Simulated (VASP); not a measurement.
# Si (Ibca) in VASP: notebook

Runs on Si. Level: r2SCAN. Tasks: single point.

Everything below comes from runs of VASP 6.6.1. Logs are shortened: lines on timing, memory, paths and dates and some standing lists are left out, and cuts for length are marked.

### 1 The cell of the first run

Symmetry: Ibca, No. 73, orthorhombic system. Conventional cell: a = 6.481 Å, b = 6.980 Å, c = 6.980 Å, α = 90.00°, β = 90.00°, γ = 90.00°. Si (site symmetry 1) has 4 Si at 2.38 to 2.51 Å within 3.1 Å.

### 2 Single point, r2SCAN (strain +0.050 along x and y, -0.025 along z)

POSCAR

```
Si
1.0
   -3.4897952736      3.4897952736      3.2405241826
    3.4897952736     -3.4897952736      3.2405241826
    3.4897952736      3.4897952736     -3.2405241826
Si
8
Direct
    0.2013996517      0.2013996517      0.2013996517
    0.5000000000      0.0000000000      0.2986003483
    0.2986003483      0.5000000000      0.0000000000
    0.0000000000      0.2986003483      0.5000000000
    0.7986003483      0.7986003483      0.7986003483
    0.5000000000      0.0000000000      0.7013996517
    0.7013996517      0.5000000000      0.0000000000
    0.0000000000      0.7013996517      0.5000000000
```

INCAR.step1

```
PREC = Accurate
ENCUT = 520
ISMEAR = 0
SIGMA = 0.15
LREAL = F
LASPH = T
NELM = 60
NBANDS = 26
GGA = PE
ALGO = Normal
EDIFF = 1E-4
LWAVE = T
LCHARG = F
```

INCAR.step2

```
PREC = Accurate
ENCUT = 520
EDIFF = 1E-7
ISMEAR = 0
SIGMA = 0.15
LREAL = F
LASPH = T
NELM = 60
ALGO = Normal
ISIF = 2
LWAVE = F
LCHARG = F
METAGGA = R2SCAN
LMIXTAU = T
NBANDS = 26
ISTART = 1
```

KPOINTS

```
regular mesh
0
Gamma
  8 8 8
```

Potentials or basis: VASP PAW PBE potentials, release 64 (Si).

Started as:

```sh
$ cat potpaw_PBE.64/Si/POTCAR > POTCAR
$ cp INCAR.step1 INCAR
$ mpirun -np 1 vasp_std > vasp.out
$ cp INCAR.step2 INCAR
$ mpirun -np 1 vasp_std > vasp.out
```

OUTCAR:

```text
PREC = Accurate
   ENCUT = 520
   EDIFF = 1E-7
   ISMEAR = 0
   LREAL = F
   LASPH = T
   NELM = 60
   ISIF = 2
   METAGGA = R2SCAN
   ISTART = 1

 ion  position               nearest neighbor table
   1  0.201  0.201  0.201-   5 2.38   3 2.39   4 2.46   2 2.51
   2  0.500  0.000  0.299-   6 2.38   4 2.39   3 2.46   1 2.51
   3  0.299  0.500  0.000-   7 2.38   1 2.39   2 2.46   4 2.51
   4  0.000  0.299  0.500-   8 2.38   2 2.39   1 2.46   3 2.51
   5  0.799  0.799  0.799-   1 2.38   7 2.39   8 2.46   6 2.51
   6  0.500  0.000  0.701-   2 2.38   8 2.39   7 2.46   5 2.51
   7  0.701  0.500  0.000-   3 2.38   5 2.39   6 2.46   8 2.51
   8  0.000  0.701  0.500-   4 2.38   6 2.39   5 2.46   7 2.51

  LATTYP: Found a body centered tetragonal cell.
 ALAT       =     6.9795905472
 C/A-ratio  =     0.9285714286

  Lattice vectors:

 A1 = (  -3.4897952736,   3.4897952736,   3.2405241826)
 A2 = (   3.4897952736,  -3.4897952736,   3.2405241826)
 A3 = (   3.4897952736,   3.4897952736,  -3.2405241826)

Analysis of symmetry for initial positions (statically):
=====================================================================
 Subroutine PRICEL returns:
 Original cell was already a primitive cell.

 Routine SETGRP: Setting up the symmetry group for a
 body centered tetragonal supercell.

 Subroutine GETGRP returns: Found  8 space group operations
 (whereof  2 operations were pure point group operations)
 out of a pool of 16 trial point group operations.

The static configuration has the point symmetry S_2 .
 The point group associated with its full space group is D_2h.

Analysis of symmetry for dynamics (positions and initial velocities):
=====================================================================
 Subroutine PRICEL returns:
 Original cell was already a primitive cell.

 Routine SETGRP: Setting up the symmetry group for a
 body centered tetragonal supercell.

 Subroutine GETGRP returns: Found  8 space group operations
 (whereof  2 operations were pure point group operations)
 out of a pool of 16 trial point group operations.

The dynamic configuration has the point symmetry S_2 .
 The point group associated with its full space group is D_2h.

 Subroutine INISYM returns: Found  8 space group operations
 (whereof  2 operations are pure point group operations),
 and found     1 'primitive' translations

----------------------------------------------------------------------------------------

                                     Primitive cell

  volume of cell :     157.8611

  direct lattice vectors                    reciprocal lattice vectors
    -3.489795274  3.489795274  3.240524183     0.000000000  0.143274880  0.154296025
     3.489795274 -3.489795274  3.240524183     0.143274880  0.000000000  0.154296025
     3.489795274  3.489795274 -3.240524183     0.143274880  0.143274880  0.000000000

  length of vectors
     5.904095111  5.904095111  5.904095111     0.210558673  0.210558673  0.202621279

  position of ions in fractional coordinates (direct lattice)
     0.201399652  0.201399652  0.201399652
     0.500000000  0.000000000  0.298600348
     0.298600348  0.500000000  0.000000000
     0.000000000  0.298600348  0.500000000
     0.798600348  0.798600348  0.798600348
     0.500000000  0.000000000  0.701399652
     0.701399652  0.500000000  0.000000000
     0.000000000  0.701399652  0.500000000

  ion indices of the primitive-cell ions
   primitive index   ion index
                 1           1
                 2           2
                 3           3
                 4           4
                 5           5
                 6           6
                 7           7
                 8           8

----------------------------------------------------------------------------------------

 KPOINTS: regular mesh

Automatic generation of k-mesh.
 Grid dimensions read from file:
 generate k-points for:    8    8    8

 Generating k-lattice:

  Cartesian coordinates                     Fractional coordinates (reciprocal lattice)
     0.000000000  0.017909360  0.019287003     0.125000000  0.000000000  0.000000000
     0.017909360  0.000000000  0.019287003     0.000000000  0.125000000  0.000000000
     0.017909360  0.017909360  0.000000000     0.000000000  0.000000000  0.125000000

  Length of vectors
     0.026319834  0.026319834  0.025327660

  Shift w.r.t. Gamma in fractional coordinates (k-lattice)
     0.000000000  0.000000000  0.000000000

 Subroutine IBZKPT returns following result:
 ===========================================

 Found     95 irreducible k-points:

 Following reciprocal coordinates:
            Coordinates               Weight
  0.000000  0.000000  0.000000      1.000000
  0.125000 -0.000000  0.000000      4.000000
  0.125000 -0.000000 -0.125000      4.000000
  0.250000 -0.000000  0.000000      4.000000
  0.250000 -0.000000 -0.250000      4.000000
  0.375000  0.000000  0.000000      4.000000
[... 16 lines left out ...]
  0.375000  0.250000  0.000000      8.000000
 -0.375000  0.000000 -0.375000      8.000000
 [... further k-points ...]
   k-points           NKPTS =     95   k-points in BZ     NKDIM =     95   number of bands    NBANDS=     26
   number of dos      NEDOS =    301   number of ions     NIONS =      8
   total plane-waves  NPLWV = 110592
   dimension x,y,z NGX =    48 NGY =   48 NGZ =   48
   dimension x,y,z NGXF=    96 NGYF=   96 NGZF=   96
   ions per type =               8
   NGX,Y,Z   is equivalent  to a cutoff of  13.52, 13.52, 13.52 a.u.
   NGXF,Y,Z  is equivalent  to a cutoff of  27.03, 27.03, 27.03 a.u.
 SYSTEM =  unknown system
   PREC   = accura    normal or accurate (medium, high low for compatibility)
   ISTART =      1    job   : 0-new  1-cont  2-samecut
   ICHARG =      0    charge: 1-file 2-atom 10-const
   ISPIN  =      1    spin polarized calculation?
   LNONCOLLINEAR =      F non collinear calculations
   LSORBIT =      F    spin-orbit coupling
   LASPH  =      T    aspherical Exc in radial PAW
   ENCUT  =  520.0 eV  38.22 Ry    6.18 a.u.  10.98 10.98 10.98*2*pi/ulx,y,z
   NELM   =     60;   NELMIN=  2; NELMDL=  0     # of ELM steps
   EDIFF  = 0.1E-06   stopping-criterion for ELM
   LREAL  =      F    real-space projection
   EDIFFG = 0.1E-05   stopping-criterion for IOM
   NSW    =      0    number of steps for IOM
   IBRION =     -1    ionic relax: 0-MD 1-quasi-New 2-CG
   NFREE  =      0    steps in history (QN), initial steepest desc. (CG)
   ISIF   =      2    stress and relaxation
   ISYM   =      2    0-nonsym 1-usesym 2-fastsym
   POTIM  = 0.5000    time-step for ionic-motion
   TEBEG  =    0.0;   TEEND  =   0.0 temperature during run
   PSTRESS=    0.0 pullay stress
   NELECT =      32.0000    total number of electrons
   NUPDOWN=      -1.0000    fix difference up-down
   EMIN   =  10.00;   EMAX   =-10.00  energy-range for DOS
   EFERMI =   0.00;   METHOD = LEGACY
   ISMEAR =     0;   SIGMA  =   0.15  broadening in eV -4-tet -1-fermi 0-gaus
   EFERMI_NEDOS =   21; number of points for ismear=-14 and -15
   IALGO  =     38    algorithm
   IMIX   =      4    mixing-type and parameters
     AMIX     =   0.40;   BMIX     =  1.00
     AMIX_MAG =   1.60;   BMIX_MAG =  1.00
  volume/ion in A,a.u.               =      19.73       133.16
  Fermi-wavevector in a.u.,A,eV,Ry     =   0.961686  1.817322 12.583201  0.924839
  Thomas-Fermi vector in A             =   2.091079
   LORBIT       =      0    0 simple, 1 ext, 2 COOP (PROOUT), +10 PAW based schemes
   METAGGA = R2SCAN    functional components
   LHFCALC =     F    Hartree Fock is set to
   AEXX    =    0.0000 exact exchange contribution
   IVDW    =     0    specifies the selected vdW correction
   LEPSILON=     F    determine dielectric tensor
   LRPA    =     F    only Hartree local field effects (RPA)
 non-spin polarized calculation
 Gauss-broadening in eV      SIGMA  =   0.15
  energy-cutoff  :      520.00
  volume of cell :      157.86
 maximum number of plane-waves:      4284
 NGX is ok and might be reduce to    48
   NGX = 21   NGY = 21   NGZ = 21

 number of electron      32.0000000 magnetization

 Free energy of the ion-electron system (eV)
  ---------------------------------------------------
  ext. energy  EPLUGINS =         0.00000000
  ---------------------------------------------------
  free energy    TOTEN  =       -68.19025493 eV

  energy without entropy =      -68.18526041  energy(sigma->0) =      -68.18775767

 E-fermi :   6.3406     XC(G=0): -10.0807

 val. band max:        6.2770599386   @ k =   0.5000   0.5000   0.5000
 cond. band min:       6.3572664323   @ k =   0.5000   0.5000   0.3750
 fundamental gap:      0.0802064937
 Fermi energy:         6.3406350187

 k-point     1 :       0.0000    0.0000    0.0000
  band No.  band energies     occupation
      1      -6.4849      2.00000
      2      -2.3096      2.00000
      3      -2.3070      2.00000
      4      -1.7916      2.00000
      5      -1.6291      2.00000
      6      -0.3444      2.00000
[... 18 lines left out ...]
     25      11.8290      0.00000
     26      12.2637      0.00000

 k-point     2 :       0.1250   -0.0000    0.0000
  band No.  band energies     occupation
      1      -6.3876      2.00000
      2      -2.5367      2.00000
      3      -2.4638      2.00000
      4      -2.1964      2.00000
      5      -1.5508      2.00000
      6      -0.2657      2.00000
[... 18 lines left out ...]
     25      11.7161      0.00000
     26      11.7492      0.00000

 k-point     3 :       0.1250   -0.0000   -0.1250
  band No.  band energies     occupation
      1      -6.3874      2.00000
      2      -2.6737      2.00000
      3      -2.3520      2.00000
      4      -2.0744      2.00000
      5      -1.6427      2.00000
      6      -0.4225      2.00000
[... 18 lines left out ...]
     25      11.7364      0.00000
     26      12.2028      0.00000

 k-point     4 :       0.2500   -0.0000    0.0000
  band No.  band energies     occupation
      1      -6.0973      2.00000
      2      -3.2572      2.00000
      3      -2.7375      2.00000
      4      -2.6706      2.00000
      5      -1.4187      2.00000
      6      -0.5926      2.00000
[... 18 lines left out ...]
     25      11.1816      0.00000
     26      11.3963      0.00000

 k-point     5 :       0.2500   -0.0000   -0.2500
  band No.  band energies     occupation
      1      -6.0966      2.00000
      2      -3.2669      2.00000
      3      -2.8686      2.00000
      4      -2.5146      2.00000
      5      -1.3634      2.00000
      6      -0.6657      2.00000
[... 18 lines left out ...]
     25      11.5710      0.00000
     26      11.8235      0.00000

 k-point     6 :       0.3750    0.0000    0.0000
  band No.  band energies     occupation
      1      -5.6192      2.00000
      2      -4.1569      2.00000
      3      -2.9375      2.00000
      4      -2.9097      2.00000
      5      -1.3025      2.00000
      6      -0.9106      2.00000
[... 427 lines left out ...]
 k-point    21 :      -0.1250    0.1250    0.0000
  band No.  band energies     occupation
      1      -6.3960      2.00000
      2      -2.8013      2.00000
      3      -2.2363      2.00000
      4      -1.8351      2.00000
      5      -1.7527      2.00000
      6      -0.4416      2.00000
[... 18 lines left out ...]
     25      11.8016      0.00000
     26      11.9453      0.00000

 k-point    22 :       0.2500    0.2500    0.0000
  band No.  band energies     occupation
      1      -5.3008      2.00000
      2      -4.0433      2.00000
      3      -3.9924      2.00000
      4      -2.8972      2.00000
      5      -0.9675      2.00000
      6      -0.4918      2.00000
[... 18 lines left out ...]
     25      10.7545      0.00000
     26      11.0206      0.00000

 k-point    23 :       0.3750    0.2500    0.0000
  band No.  band energies     occupation
      1      -4.7821      2.00000
      2      -4.6375      2.00000
      3      -4.1488      2.00000
      4      -2.8701      2.00000
      5      -0.8231      2.00000
      6      -0.4719      2.00000
[... 18 lines left out ...]
     25      10.5139      0.00000
     26      10.7597      0.00000

 k-point    24 :      -0.3750    0.0000   -0.3750
  band No.  band energies     occupation
      1      -4.7769      2.00000
      2      -4.6363      2.00000
      3      -4.1616      2.00000
      4      -2.8704      2.00000
      5      -0.8027      2.00000
      6      -0.3690      2.00000
[... 18 lines left out ...]
     25      10.4088      0.00000
     26      10.8253      0.00000

 [... further k-points ...]

------------------------ aborting loop because EDIFF is reached ----------------------------------------

  FORCE on cell =-STRESS in cart. coord.  units (eV):
  Direction    XX          YY          ZZ          XY          YZ          ZX
  --------------------------------------------------------------------------------------
  -------------------------------------------------------------------------------------
  Total       -9.7483903     -9.4671209      0.5945914      0.0000000      0.0000000      0.0000000
  in kB      -98.9391863    -96.0845026      6.0346769      0.0000000      0.0000000      0.0000000
  external PRESSURE =     -62.9963373 kB  Pullay stress =       0.0000000 kB

 VOLUME and BASIS-vectors are now :
 -----------------------------------------------------------------------------
  energy-cutoff  :      520.00
  volume of cell :      157.86
      direct lattice vectors                 reciprocal lattice vectors
    -3.489795274  3.489795274  3.240524183     0.000000000  0.143274880  0.154296025
     3.489795274 -3.489795274  3.240524183     0.143274880  0.000000000  0.154296025
     3.489795274  3.489795274 -3.240524183     0.143274880  0.143274880  0.000000000

 POSITION                                       TOTAL-FORCE (eV/Angst)
 -----------------------------------------------------------------------------------
      0.70284      0.70284      0.65264        -0.227311      0.019826     -0.310963
     -0.70284      2.78695      0.65264         0.227311     -0.019826     -0.310963
      0.70284     -0.70284      2.58788        -0.227311     -0.019826      0.310963
      2.78695      0.70284     -0.65264         0.227311      0.019826      0.310963
      2.78695      2.78695      2.58788         0.227311     -0.019826      0.310963
      0.70284      4.19264     -0.65264        -0.227311      0.019826      0.310963
     -0.70284      0.70284      3.89316         0.227311      0.019826     -0.310963
      4.19264     -0.70284      0.65264        -0.227311     -0.019826     -0.310963
 -----------------------------------------------------------------------------------
    total drift:                               -0.000000      0.000000     -0.000000

  FREE ENERGIE OF THE ION-ELECTRON SYSTEM (eV)
  ---------------------------------------------------
  free  energy   TOTEN  =       -68.1902549303 eV

  energy  without entropy=      -68.1852604064  energy(sigma->0) =      -68.18775767
```

It took 20 min on 1 thread of Intel Xeon Platinum 8488C (Sapphire Rapids), shared host; peak memory 0.51 GiB.

Results:

* Free energy: -68.1903 eV
* Pressure: -6.3 GPa
* Largest force: 0.386 eV/Å
* Band gap on the k mesh: zero (bands 16 and 17 overlap by 0.09 eV)

Forces on the atoms (eV/Å):
```
Si  -0.227  0.020 -0.311
Si   0.227 -0.020 -0.311
Si  -0.227 -0.020  0.311
Si   0.227  0.020  0.311
Si   0.227 -0.020  0.311
Si  -0.227  0.020  0.311
Si   0.227  0.020 -0.311
Si  -0.227 -0.020 -0.311
```

Stress tensor (GPa, compression positive):
```
-9.89  0.00  0.00
 0.00 -9.61  0.00
 0.00  0.00  0.60
```

Levels at points of the mesh, in eV from the Fermi level:
| k point | band 13 | band 14 | band 15 | band 16 | band 17 | band 18 | band 19 | band 20 |
| --- | --- | --- | --- | --- | --- | --- | --- | --- |
| (0.00, 0.00, 0.00) | -3.82 | -1.83 | -1.77 | -0.47 | 1.22 | 1.30 | 2.82 | 3.42 |
| (0.50, 0.00, 0.00) | -2.17 | -2.17 | -1.68 | -1.68 | 0.82 | 0.82 | 1.99 | 1.99 |
| (0.50, 0.00, 0.50) | -2.03 | -2.03 | -1.34 | -1.34 | 0.28 | 0.28 | 2.10 | 2.10 |
| (0.50, 0.50, 0.00) | -2.29 | -2.29 | -1.22 | -1.22 | 0.48 | 0.48 | 1.98 | 1.98 |
| (0.50, 0.50, 0.50) | -2.57 | -0.54 | -0.31 | -0.06 | 0.30 | 2.35 | 2.36 | 2.79 |

Caveat: the cell differs from its parent crystal (strain +0.050 along x and y, -0.025 along z); the stress differs along the axes, from -10 to 1 GPa; semilocal functionals underestimate gaps, and a narrow one can read as zero; the PAW data sets were made with another functional, which shifts forces and pressure a little.

### 3 Single point, r2SCAN (strain -0.025 along x and y, +0.025 along z)

POSCAR, as its differences from that of step 2:

```diff
@@ -2,5 +2,5 @@
 1.0
-   -3.4897952736      3.4897952736      3.2405241826
-    3.4897952736     -3.4897952736      3.2405241826
-    3.4897952736      3.4897952736     -3.2405241826
+   -3.2405241826      3.2405241826      3.4067049100
+    3.2405241826     -3.2405241826      3.4067049100
+    3.2405241826      3.2405241826     -3.4067049100
 Si
```

INCAR.step1

```
PREC     = Accurate       # precision mode
ENCUT    = 520            # plane-wave cutoff, eV
ISMEAR   = 0              # smearing method
SIGMA    = 0.15           # smearing width, eV
LREAL    = False          # projectors in reciprocal space
LASPH    = True           # aspherical terms in the spheres
NELM     = 60             # most SCF steps
NBANDS   = 26             # bands
GGA      = PE             # functional
ALGO     = Normal         # electronic algorithm
EDIFF    = 1E-4           # SCF threshold, eV
LWAVE    = True           # write WAVECAR
LCHARG   = False          # write CHGCAR
```

INCAR.step2

```
PREC     = Accurate       # precision mode
ENCUT    = 520            # plane-wave cutoff, eV
EDIFF    = 1E-6           # SCF threshold, eV
ISMEAR   = 0              # smearing method
SIGMA    = 0.15           # smearing width, eV
LREAL    = False          # projectors in reciprocal space
LASPH    = True           # aspherical terms in the spheres
NELM     = 60             # most SCF steps
ALGO     = Normal         # electronic algorithm
ISIF     = 2              # what is computed and relaxed
LWAVE    = False          # write WAVECAR
LCHARG   = True           # write CHGCAR
METAGGA  = R2SCAN         # meta-GGA
LMIXTAU  = True         
LELF     = True           # ELF
LVHAR    = True         
NBANDS   = 26             # bands
ISTART   = 1
```

KPOINTS is that of step 2.

Potentials or basis: VASP PAW PBE potentials, release 64 (Si).

Started as:

```sh
$ cat potpaw_PBE.64/Si/POTCAR > POTCAR
$ cp INCAR.step1 INCAR
$ mpirun -np 1 vasp_std > vasp.out
$ cp INCAR.step2 INCAR
$ mpirun -np 1 vasp_std > vasp.out
```

Wall time 32 min (1 thread of Oxide Virtual Turin-like, shared host); peak memory 0.39 GiB.

The run converged. Its results:

```yaml
Free_energy: -68.5336 eV
Pressure: 2.7 GPa
Largest_force: 0.323 eV/Å
Band_gap_on_the_k_mesh: zero (bands 16 and 17 overlap by 0.03 eV)
```

Forces in eV/Å, atoms in the order of the input:
```
Si   0.185 -0.161  0.211
Si  -0.185  0.161  0.211
Si   0.185  0.161 -0.211
Si  -0.185 -0.161 -0.211
Si  -0.185  0.161 -0.211
Si   0.185 -0.161 -0.211
Si  -0.185 -0.161  0.211
Si   0.185  0.161  0.211
```

Stress tensor (GPa, compression positive):
```
 5.59  0.00  0.00
 0.00  5.79  0.00
 0.00  0.00 -3.25
```

Levels at points of the mesh, in eV from the Fermi level:
| k point | band 13 | band 14 | band 15 | band 16 | band 17 | band 18 | band 19 | band 20 |
| --- | --- | --- | --- | --- | --- | --- | --- | --- |
| (0.00, 0.00, 0.00) | -4.26 | -2.03 | -1.46 | -0.79 | 1.11 | 2.15 | 2.25 | 3.64 |
| (0.50, 0.00, 0.00) | -2.31 | -2.31 | -1.28 | -1.28 | 0.26 | 0.26 | 2.35 | 2.35 |
| (0.00, 0.50, 0.00) | -2.44 | -2.44 | -1.58 | -1.58 | 0.72 | 0.72 | 2.24 | 2.24 |
| (0.50, 0.50, 0.00) | -2.36 | -2.36 | -1.68 | -1.68 | 0.54 | 0.54 | 2.08 | 2.08 |
| (0.50, 0.50, 0.50) | -2.81 | -0.45 | -0.21 | 0.02 | 0.32 | 2.69 | 2.77 | 3.06 |

Caveat: the cell differs from its parent crystal (strain -0.025 along x and y, +0.025 along z); the stress differs along the axes, from -3 to 6 GPa; semilocal functionals underestimate gaps, and a narrow one can read as zero; the PAW data sets were made with another functional, which shifts forces and pressure a little.

The gap in the log of VASP goes by the Fermi energy; the results here count the filled bands.